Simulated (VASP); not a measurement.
# Ta2AlN3 (P-6) in VASP: a series of runs

The runs below take Ta2AlN3 through single point, relaxation of cell and atoms, with PBE.

Everything below comes from runs of VASP 6.6.1. Logs are shortened: lines on timing, memory, paths and dates and some standing lists are left out, and cuts for length are marked.

## 1. The cell of the first run

The structure is hexagonal, space group P-6 (No. 174). Conventional cell: a = 5.174 Å, b = 5.174 Å, c = 2.846 Å, α = 90.00°, β = 90.00°, γ = 120.00°. Ta (site symmetry -6) has 6 N at 2.15 Å and 2 Ta at 2.85 Å and 3 Al at 2.99 Å within 3.0 Å. Ta (site symmetry -6) has 3 N at 2.05 Å within 2.7 Å. Within 3.0 Å of Al (site symmetry -6) lie 6 N at 2.12 Å and 2 Al at 2.85 Å and 3 Ta at 2.99 Å. Within 2.9 Å of N (site symmetry m) lie 3 Ta at 2.05 to 2.15 Å and 2 Al at 2.12 Å and 6 N at 2.71 to 2.85 Å.

## 2. Single point, PBE

INCAR reads:

```
SYSTEM = Ta2AlN3
ALGO = Normal ; EDIFF = 1E-6
ENCUT = 520 ; GGA = PE
ISIF = 2 ; ISMEAR = 0
LASPH = .TRUE. ; LCHARG = .FALSE.
LREAL = .FALSE. ; LWAVE = .FALSE.
NBANDS = 29 ; NELM = 100
PREC = Accurate ; SIGMA = 0.1
```

KPOINTS reads:

```
k-points
0
G
  6 6 6
  0 0 0
```

POSCAR reads:

```
Ta2AlN3
1.0
    5.1743825118      0.0000000000      0.0000000000
   -2.5871912559      4.4811467041      0.0000000000
    0.0000000000      0.0000000000      2.8455805969
Ta Al N
2 1 3
Direct
    0.3333333333      0.6666666667      0.5000000000
    0.0000000000      0.0000000000      0.0000000000
    0.6666666667      0.3333333333      0.5000000000
    0.3979951094      0.0054789759      0.0000000000
    0.6074838665      0.6020048906      0.0000000000
   -0.0054789759      0.3925161335      0.0000000000
```

Potentials or basis: VASP PAW PBE potentials, release 64 (Ta_pv, Al, N).

Started as:

```bash
> cat potpaw_PBE.64/Ta_pv/POTCAR potpaw_PBE.64/Al/POTCAR potpaw_PBE.64/N/POTCAR > POTCAR
> mpirun -np 1 vasp_std > vasp.out
```

OUTCAR:

```text
SYSTEM = Ta2AlN3
   EDIFF = 1E-6
   ENCUT = 520
   GGA = PE
   ISIF = 2
   ISMEAR = 0
   LASPH = .TRUE.
   LREAL = .FALSE.
   NELM = 100
   PREC = Accurate

 ion  position               nearest neighbor table
   1  0.333  0.667  0.500-   4 2.15   4 2.15   6 2.15   6 2.15   5 2.15   5 2.15   3 2.99   3 2.99
                             3 2.99   2 3.31   2 3.31   2 3.31   2 3.31   2 3.31   2 3.31
   2  0.000  0.000  0.000-   5 2.05   6 2.05   4 2.05   3 3.31   1 3.31   1 3.31   3 3.31   1 3.31
                             1 3.31   3 3.31   3 3.31   3 3.31   3 3.31   1 3.31   1 3.31
   3  0.667  0.333  0.500-   6 2.12   6 2.12   4 2.12   4 2.12   5 2.12   5 2.12   1 2.99   1 2.99
                             1 2.99   2 3.31   2 3.31   2 3.31   2 3.31   2 3.31   2 3.31
   4  0.398  0.005  0.000-   2 2.05   3 2.12   3 2.12   1 2.15   1 2.15
   5  0.607  0.602  0.000-   2 2.05   3 2.12   3 2.12   1 2.15   1 2.15
   6  0.995  0.393  0.000-   2 2.05   3 2.12   3 2.12   1 2.15   1 2.15

  LATTYP: Found a hexagonal cell.
 ALAT       =     5.1743825118
 C/A-ratio  =     0.5499362659

  Lattice vectors:

 A1 = (   5.1743825118,   0.0000000000,   0.0000000000)
 A2 = (  -2.5871912559,   4.4811467041,   0.0000000000)
 A3 = (   0.0000000000,   0.0000000000,   2.8455805969)

Analysis of symmetry for initial positions (statically):
=====================================================================
 Subroutine PRICEL returns:
 Original cell was already a primitive cell.

 Routine SETGRP: Setting up the symmetry group for a
 hexagonal supercell.

 Subroutine GETGRP returns: Found  6 space group operations
 (whereof  6 operations were pure point group operations)
 out of a pool of 24 trial point group operations.

The static configuration has the point symmetry C_3h.

Analysis of symmetry for dynamics (positions and initial velocities):
=====================================================================
 Subroutine PRICEL returns:
 Original cell was already a primitive cell.

 Routine SETGRP: Setting up the symmetry group for a
 hexagonal supercell.

 Subroutine GETGRP returns: Found  6 space group operations
 (whereof  6 operations were pure point group operations)
 out of a pool of 24 trial point group operations.

The dynamic configuration has the point symmetry C_3h.

 Subroutine INISYM returns: Found  6 space group operations
 (whereof  6 operations are pure point group operations),
 and found     1 'primitive' translations

----------------------------------------------------------------------------------------

                                     Primitive cell

  volume of cell :      65.9810

  direct lattice vectors                    reciprocal lattice vectors
     5.174382512  0.000000000  0.000000000     0.193259775  0.111578583  0.000000000
    -2.587191256  4.481146704  0.000000000     0.000000000  0.223157166  0.000000000
     0.000000000  0.000000000  2.845580597     0.000000000  0.000000000  0.351422132

  length of vectors
     5.174382512  5.174382512  2.845580597     0.223157166  0.223157166  0.351422132

  position of ions in fractional coordinates (direct lattice)
     0.333333333  0.666666667  0.500000000
     0.000000000  0.000000000  0.000000000
     0.666666667  0.333333333  0.500000000
     0.397995109  0.005478976  0.000000000
     0.607483866  0.602004891  0.000000000
     0.994521024  0.392516134  0.000000000

  ion indices of the primitive-cell ions
   primitive index   ion index
                 1           1
                 2           2
                 3           3
                 4           4
                 5           5
                 6           6

----------------------------------------------------------------------------------------

 KPOINTS: k-points

Automatic generation of k-mesh.
 Grid dimensions read from file:
 generate k-points for:    6    6    6

 Generating k-lattice:

  Cartesian coordinates                     Fractional coordinates (reciprocal lattice)
     0.032209963  0.018596431  0.000000000     0.166666667  0.000000000  0.000000000
     0.000000000  0.037192861  0.000000000     0.000000000  0.166666667  0.000000000
     0.000000000  0.000000000  0.058570355     0.000000000  0.000000000  0.166666667

  Length of vectors
     0.037192861  0.037192861  0.058570355

  Shift w.r.t. Gamma in fractional coordinates (k-lattice)
     0.000000000  0.000000000  0.000000000

 Subroutine IBZKPT returns following result:
 ===========================================

 Found     32 irreducible k-points:

 Following reciprocal coordinates:
            Coordinates               Weight
  0.000000  0.000000  0.000000      1.000000
  0.166667  0.000000  0.000000      6.000000
  0.333333 -0.000000  0.000000      6.000000
  0.500000  0.000000  0.000000      3.000000
  0.166667  0.166667  0.000000      6.000000
  0.333333  0.166667  0.000000      6.000000
[... 16 lines left out ...]
 -0.333333  0.500000 -0.333333     12.000000
[... 30 lines left out ...]
   PSTRESS=    0.0 pullay stress
   NELECT =      40.0000    total number of electrons
   NUPDOWN=      -1.0000    fix difference up-down
   EMIN   =  10.00;   EMAX   =-10.00  energy-range for DOS
   EFERMI =   0.00;   METHOD = LEGACY
   ISMEAR =     0;   SIGMA  =   0.10  broadening in eV -4-tet -1-fermi 0-gaus
   EFERMI_NEDOS =   21; number of points for ismear=-14 and -15
   IALGO  =     38    algorithm
   IMIX   =      4    mixing-type and parameters
     AMIX     =   0.40;   BMIX     =  1.00
     AMIX_MAG =   1.60;   BMIX_MAG =  1.00
  volume/ion in A,a.u.               =      11.00        74.21
  Fermi-wavevector in a.u.,A,eV,Ry     =   1.385549  2.618308 26.119740  1.919747
  Thomas-Fermi vector in A             =   2.509949
   LORBIT       =      0    0 simple, 1 ext, 2 COOP (PROOUT), +10 PAW based schemes
   GGA     = PE    functional components
   LHFCALC =     F    Hartree Fock is set to
   AEXX    =    0.0000 exact exchange contribution
   IVDW    =     0    specifies the selected vdW correction
   LEPSILON=     F    determine dielectric tensor
   LRPA    =     F    only Hartree local field effects (RPA)
 non-spin polarized calculation
 Gauss-broadening in eV      SIGMA  =   0.10
  energy-cutoff  :      520.00
  volume of cell :       65.98
 maximum number of plane-waves:      1822
 NGX is ok and might be reduce to    40
   NGX = 19   NGY = 19   NGZ = 11

 number of electron      39.9999999 magnetization

 Free energy of the ion-electron system (eV)
  ---------------------------------------------------
  ext. energy  EPLUGINS =         0.00000000
  ---------------------------------------------------
  free energy    TOTEN  =       -57.55311563 eV

  energy without entropy =      -57.55185379  energy(sigma->0) =      -57.55248471

 E-fermi :   8.0507     XC(G=0): -12.4567

 val. band max:        7.8639742457   @ k =   0.1667   0.0000   0.1667
 cond. band min:       8.1132330135   @ k =   0.0000   0.0000   0.0000
 fundamental gap:      0.2492587678
 Fermi energy:         8.0506549719

 k-point     1 :       0.0000    0.0000    0.0000
  band No.  band energies     occupation
      1     -27.3126      2.00000
      2     -27.3126      2.00000
      3     -26.8814      2.00000
      4     -26.8814      2.00000
      5     -26.7522      2.00000
      6     -26.2034      2.00000
[... 21 lines left out ...]
     28      13.8827      0.00000
     29      13.8827      0.00000

 k-point     2 :       0.1667    0.0000    0.0000
  band No.  band energies     occupation
      1     -27.3176      2.00000
      2     -27.3067      2.00000
      3     -26.8894      2.00000
      4     -26.8764      2.00000
      5     -26.7516      2.00000
      6     -26.2040      2.00000
[... 21 lines left out ...]
     28      13.6432      0.00000
     29      13.7534      0.00000

 k-point     3 :       0.3333   -0.0000    0.0000
  band No.  band energies     occupation
      1     -27.3273      2.00000
      2     -27.2942      2.00000
      3     -26.9059      2.00000
      4     -26.8666      2.00000
      5     -26.7504      2.00000
      6     -26.2052      2.00000
[... 638 lines left out ...]
      5     -26.8345      2.00000
      6     -26.8074      2.00000
[... 21 lines left out ...]
     28      13.9620      0.00000
     29      14.8662      0.00000

 k-point    24 :       0.3333    0.3333    0.3333
  band No.  band energies     occupation
      1     -27.5060      2.00000
      2     -27.1859      2.00000
      3     -27.1804      2.00000
      4     -26.8343      2.00000
      5     -26.8329      2.00000
      6     -26.8074      2.00000
[... 21 lines left out ...]
     28      13.3893      0.00000
     29      14.5837      0.00000

 [... further k-points ...]

------------------------ aborting loop because EDIFF is reached ----------------------------------------

  FORCE on cell =-STRESS in cart. coord.  units (eV):
  Direction    XX          YY          ZZ          XY          YZ          ZX
  --------------------------------------------------------------------------------------
  -------------------------------------------------------------------------------------
  Total        0.2199443      0.2199443      0.1345254     -0.0000001      0.0000000     -0.0000000
  in kB        5.3407793      5.3407793      3.2666033     -0.0000028      0.0000000     -0.0000000
  external PRESSURE =       4.6493873 kB  Pullay stress =       0.0000000 kB

 VOLUME and BASIS-vectors are now :
 -----------------------------------------------------------------------------
  energy-cutoff  :      520.00
  volume of cell :       65.98
      direct lattice vectors                 reciprocal lattice vectors
     5.174382512  0.000000000  0.000000000     0.193259775  0.111578583  0.000000000
    -2.587191256  4.481146704  0.000000000     0.000000000  0.223157166  0.000000000
     0.000000000  0.000000000  2.845580597     0.000000000  0.000000000  0.351422132

 POSITION                                       TOTAL-FORCE (eV/Angst)
 -----------------------------------------------------------------------------------
     -0.00000      2.98743      1.42279        -0.000000      0.000000     -0.000000
      0.00000      0.00000      0.00000        -0.000000      0.000000     -0.000000
      2.58719      1.49372      1.42279        -0.000000      0.000000     -0.000000
      2.04520      0.02455      0.00000         0.023613      0.049731     -0.000000
      1.58585      2.69767      0.00000         0.031262     -0.045315     -0.000000
      4.13052      1.75892      0.00000        -0.054875     -0.004417      0.000000
 -----------------------------------------------------------------------------------
    total drift:                               -0.000001     -0.000002      0.000000

  FREE ENERGIE OF THE ION-ELECTRON SYSTEM (eV)
  ---------------------------------------------------
  free  energy   TOTEN  =       -57.5531156275 eV

  energy  without entropy=      -57.5518537916  energy(sigma->0) =      -57.55248471
```

Run time: 27 s. Hardware: 1 thread of Intel Xeon 6975P-C (Granite Rapids), shared host; peak memory 0.22 GiB.

Results:

| Item | Value |
| --- | --- |
| Free energy | -57.5531 eV |
| Pressure | 0.5 GPa |
| Largest force | 0.055 eV/Å |
| Band gap on the k mesh | zero (bands 20 and 21 overlap by 0.45 eV) |

Forces in eV/Å, atoms in the order of the input:
```
Ta   0.000  0.000  0.000
Ta   0.000  0.000  0.000
Al   0.000  0.000  0.000
N    0.024  0.050  0.000
N    0.031 -0.045  0.000
N   -0.055 -0.004  0.000
```

Caveat: the k points lie up to 0.37 Å⁻¹ apart; spin-orbit coupling is left out, which moves the levels of the heavy elements.

## 3. Single point, PBE

This run uses another cell than the first one, of 13.33 Å³/atom.

INCAR reads:

```
SYSTEM = Ta2AlN3
PREC = Accurate
ENCUT = 520
EDIFF = 1E-6
ISMEAR = 0
SIGMA = 0.1
LREAL = .False.
LASPH = .True.
NELM = 60
ALGO = Normal
ISIF = 2
LWAVE = .False.
LCHARG = .False.
GGA = PE
NBANDS = 29
```

KPOINTS reads:

```
Automatic mesh
0
Gamma
  6 6 6
  0 0 0
```

POSCAR reads:

```
Ta2AlN3
1.0
    5.4833349600      0.0000000000      0.0000000000
   -2.7416674800      4.7487073800      0.0000000000
    0.0000000000      0.0000000000      3.0719755500
Ta Al N
2 1 3
Direct
    0.3333333300      0.6666666700      0.5000000000
    0.0000000000      0.0000000000      0.0000000000
    0.6666666700      0.3333333300      0.5000000000
    0.3928500100      0.0000000000      0.0000000000
    0.6071499900      0.6071499900      0.0000000000
    0.0000000000      0.3928500100      0.0000000000
```

Potentials or basis: VASP PAW PBE potentials, release 64 (Ta_pv, Al, N).

Started as:

```bash
> cat potpaw_PBE.64/Ta_pv/POTCAR potpaw_PBE.64/Al/POTCAR potpaw_PBE.64/N/POTCAR > POTCAR
> mpirun -np 1 vasp_std > vasp.out
```

Run time: 34 s. Hardware: 1 thread of Intel Xeon 6975P-C (Granite Rapids), shared host; peak memory 0.23 GiB.

It converged, with:

```yaml
Free_energy: -55.8575 eV
Pressure: -33.5 GPa
Largest_force: 0.901 eV/Å
Band_gap_on_the_k_mesh: zero (bands 20 and 21 overlap by 0.27 eV)
```

Forces in eV/Å, atoms in the order of the input:
```
Ta   0.000  0.000  0.000
Ta   0.000  0.000  0.000
Al   0.000  0.000  0.000
N   -0.799 -0.417  0.000
N    0.039  0.900  0.000
N    0.760 -0.484  0.000
```

Stress tensor (GPa, compression positive):
```
-31.60   0.00   0.00
  0.00 -31.60   0.00
  0.00   0.00 -37.25
```

Levels at points of the mesh, in eV from the Fermi level:
| k point | band 17 | band 18 | band 19 | band 20 | band 21 | band 22 | band 23 | band 24 |
| --- | --- | --- | --- | --- | --- | --- | --- | --- |
| (0.00, 0.00, 0.00) | -3.22 | -3.22 | -2.50 | 0.12 | 0.67 | 0.67 | 1.49 | 1.90 |
| (0.50, 0.00, 0.00) | -2.77 | -2.28 | -2.15 | -1.12 | 0.47 | 1.73 | 2.38 | 2.81 |
| (0.00, 0.00, 0.50) | -2.68 | -2.68 | -1.43 | -1.43 | 1.81 | 2.37 | 2.37 | 2.81 |
| (0.50, 0.00, 0.50) | -2.90 | -2.08 | -1.94 | -0.88 | 0.44 | 2.16 | 2.20 | 3.08 |

Caveat: the cell stands under tension; spin-orbit coupling is left out, which moves the levels of the heavy elements.

## 4. Relaxation of cell and atoms, PBE

This run uses another cell than the first one, of 13.33 Å³/atom.

INCAR reads:

```
  PREC = Accurate
  ENCUT = 600
  EDIFF = 1E-6
  ISMEAR = 0
  SIGMA = 0.1
  LREAL = False
  LASPH = True
  NELM = 100
  ALGO = Normal
  ISIF = 3
  LWAVE = False
  LCHARG = False
  GGA = PE
  IBRION = 2
  NSW = 90
  EDIFFG = -0.04
```

KPOINTS reads:

```
Automatic mesh
0
Gamma
  6 6 6
```

POSCAR is that of step 3.

Started as:

```bash
> cat potpaw_PBE.64/Ta_pv/POTCAR potpaw_PBE.64/Al/POTCAR potpaw_PBE.64/N/POTCAR > POTCAR
> mpirun -np 1 vasp_std > vasp.out
```

Wall time 4.2 min (1 thread of Intel Xeon 6975P-C (Granite Rapids), shared host); peak memory 0.28 GiB.

It converged, with:

- Free energy: -57.5785 eV
- Relaxed volume: 11.00 Å³/atom
- Relaxed cell: a = 5.176 Å, b = 5.176 Å, c = 2.845 Å, α = 90.00°, β = 90.00°, γ = 120.00°
- Space group after relaxing (to 0.1 Å): P-6 (No. 174)
- Energy gained by relaxing: 285.9 meV/atom
- Ionic steps: 10
- Pressure after relaxing: 0.1 GPa
- Largest force after relaxing: 0.006 eV/Å
- Band gap on the k mesh: zero (bands 20 and 21 overlap by 0.45 eV)

Forces on the atoms (eV/Å):
```
Ta   0.000  0.000  0.000
Ta   0.000  0.000  0.000
Al   0.000  0.000  0.000
N    0.006  0.002  0.000
N   -0.001 -0.006  0.000
N   -0.004  0.004  0.000
```

Step by step:
| step | energy change (eV) | largest force (eV/Å) | pressure (GPa) | volume (Å³) |
| --- | --- | --- | --- | --- |
| 1 | 0.0000 | 0.9010 | -33.58 | 79.99 |
| 2 | 2.9704 | 5.0669 | 118.88 | 51.80 |
| 3 | -1.6522 | 0.6080 | -3.71 | 67.65 |
| 4 | -1.6610 | 0.7063 | -1.28 | 67.04 |
| 5 | -1.6618 | 0.7478 | -0.36 | 66.79 |
| 6 | -1.7107 | 0.1861 | -0.18 | 66.26 |
| 7 | -1.7114 | 0.1211 | -0.13 | 66.18 |
| 8 | -1.7148 | 0.0788 | -0.07 | 66.06 |
| 9 | -1.7148 | 0.0749 | -0.08 | 66.07 |
| 10 | -1.7152 | 0.0058 | 0.11 | 66.02 |

Final structure:
```xyz
6
Lattice="5.1760 0.0000 0.0000 -2.5880 4.4826 0.0000 0.0000 0.0000 2.8453" Properties=species:S:1:pos:R:3 pbc="T T T"
Ta    0.0000    2.9884    1.4227
Ta    0.0000    0.0000    2.8453
Al    2.5880    1.4942    1.4227
N     2.0467    0.0265    0.0000
N     1.5876    2.6968    0.0000
N     4.1297    1.7593    0.0000
```

Levels at points of the mesh, in eV from the Fermi level:
```csv
k point,band 18,band 19,band 20,band 21,band 22,band 23
"(0.00, 0.00, 0.00)",-3.63,-2.65,0.05,0.79,0.79,2.58
"(0.50, 0.00, 0.00)",-2.40,-2.40,-1.39,0.50,2.69,3.26
"(0.00, 0.00, 0.50)",-3.00,-1.85,-1.85,2.98,3.10,3.10
"(0.50, 0.00, 0.50)",-2.42,-2.33,-1.06,0.48,2.62,2.96
```

Caveat: the volume moved by over 15 % at a fixed basis, so the end points are rough; spin-orbit coupling is left out, which moves the levels of the heavy elements.

## 5. Single point, PBE

INCAR reads:

```
ALGO = Normal ; EDIFF = 1E-6
ENCUT = 520 ; GGA = PE
ISIF = 2 ; ISMEAR = 0
LASPH = T ; LCHARG = F
LREAL = F ; LWAVE = F
NBANDS = 29 ; NELM = 80
PREC = Accurate ; SIGMA = 0.1
```

KPOINTS reads:

```
k-points
0
Gamma
  12 12 14
```

POSCAR reads:

```
Ta2AlN3
1.0
    5.1698081826      0.0000000000      0.0000000000
   -2.5849040913      4.4771852188      0.0000000000
    0.0000000000      0.0000000000      2.8513882156
Ta Al N
2 1 3
Direct
    0.3333333333      0.6666666667      0.5000000000
    0.0000000000      0.0000000000      0.0000000000
    0.6666666667      0.3333333333      0.5000000000
    0.3983271597      0.0055394087      0.0000000000
    0.6072122490      0.6016728403      0.0000000000
    0.9944605913      0.3927877510      0.0000000000
```

Started as:

```bash
> cat potpaw_PBE.64/Ta_pv/POTCAR potpaw_PBE.64/Al/POTCAR potpaw_PBE.64/N/POTCAR > POTCAR
> mpirun -np 1 vasp_std > vasp.out
```

Run time: 2.7 min. Hardware: 1 thread of Intel Xeon 6975P-C (Granite Rapids), shared host; peak memory 0.45 GiB.

It converged, with:

| Quantity | Value |
| --- | --- |
| Free energy | -57.5376 eV |
| Pressure | 0.5 GPa |
| Largest force | 0.051 eV/Å |
| Band gap on the k mesh | zero (bands 20 and 21 overlap by 0.66 eV) |

Forces on the atoms (eV/Å):
```
Ta   0.000  0.000  0.000
Ta   0.000  0.000  0.000
Al   0.000  0.000  0.000
N    0.021  0.047  0.000
N    0.030 -0.041  0.000
N   -0.051 -0.006  0.000
```

Stress tensor (GPa, compression positive):
```
0.56 0.00 0.00
0.00 0.56 0.00
0.00 0.00 0.34
```

Levels at points of the mesh, in eV from the Fermi level:
```csv
k point,band 16,band 17,band 18,band 19,band 20,band 21,band 22,band 23,band 24,band 25
"(0.00, 0.00, 0.00)",-3.60,-3.60,-3.55,-2.61,0.15,0.87,0.87,2.64,2.64,2.94
"(0.50, 0.00, 0.00)",-3.59,-3.13,-2.36,-2.31,-1.30,0.60,2.73,3.34,3.89,3.97
"(0.00, 0.00, 0.50)",-3.18,-2.93,-2.93,-1.76,-1.76,3.05,3.18,3.18,3.55,3.55
"(0.50, 0.00, 0.50)",-3.81,-3.18,-2.34,-2.25,-0.98,0.58,2.70,3.04,4.24,4.40
```

Caveat: spin-orbit coupling is left out, which moves the levels of the heavy elements.

## 6. The runs side by side

```tsv
task	cell	k mesh	cutoff (eV)	gap on the mesh (eV)	pressure (GPa)	largest force (eV/Å)
single point	a = 5.174, b = 5.174, c = 2.846 Å, angles 90.0, 90.0, 120.0°, 6 atoms, atomic positions A	6 × 6 × 6	520	none	0.5	0.06
single point	a = 5.483, b = 5.483, c = 3.072 Å, angles 90.0, 90.0, 120.0°, 6 atoms, atomic positions B	6 × 6 × 6	520	none	-33.5	0.90
relaxation of cell and atoms	relaxed from a = 5.483, b = 5.483, c = 3.072 Å, angles 90.0, 90.0, 120.0°, 6 atoms, atomic positions B	6 × 6 × 6	600	none	0.1	0.01
single point	a = 5.170, b = 5.170, c = 2.851 Å, angles 90.0, 90.0, 120.0°, 6 atoms, atomic positions A	12 × 12 × 14	520	none	0.5	0.05
```

Alike in all rows: level PBE; potentials or basis VASP PAW PBE potentials, release 64 (Ta_pv, Al, N); no spin polarisation; smearing gaussian 0.1 eV.

Caveats: some runs use coarse meshes; spin-orbit coupling is left out, which moves the levels of the heavy elements; the cell stands under tension (at least some runs); the volume moved by over 15 % at a fixed basis, so the end points are rough (at least some runs).

Total energies depend on the potentials used, so only differences within one code and one set of settings carry meaning.
